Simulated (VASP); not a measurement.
A run of VASP 6.6.1:

Contents of INCAR:

```
SYSTEM = Bi
PREC     = Accurate       ! precision mode
ENCUT    = 520            ! plane-wave cutoff, eV
EDIFF    = 1E-6           ! SCF threshold, eV
ISMEAR   = -1             ! smearing method
SIGMA    = 0.15           ! smearing width, eV
LREAL    = .FALSE.        ! projectors in reciprocal space
LASPH    = .TRUE.         ! aspherical terms in the spheres
NELM     = 60             ! most SCF steps
ALGO     = Normal         ! electronic algorithm
ISIF     = 2              ! what is computed and relaxed
LWAVE    = .FALSE.        ! write WAVECAR
LCHARG   = .FALSE.        ! write CHGCAR
GGA      = PE             ! functional
NBANDS   = 14             ! bands
```

The input KPOINTS:

```
regular mesh
0
G
  4 4 4
  0 0 0
```

The input POSCAR:

```
Bi
1.0
    0.0000000000      2.5146000000      2.5146000000
    2.5146000000      0.0000000000      2.5146000000
    2.5146000000      2.5146000000      0.0000000000
Bi
1
Direct
    0.0000000000      0.0000000000      0.0000000000
```

Potentials or basis: VASP PAW PBE potentials, release 64 (Bi_d).

Launch:

```sh
$ cat potpaw_PBE.64/Bi_d/POTCAR > POTCAR
$ mpirun -np 1 vasp_std > vasp.out
```

Hardware: 1 thread of Intel Xeon 8259CL, with other jobs on the host.

Estimate the wall time of this run.

Wall time 5.2 s on 1 thread of Intel Xeon 8259CL, with other jobs on the host, peak memory 0.15 GiB. Counts: scf iterations 10, k points 8.
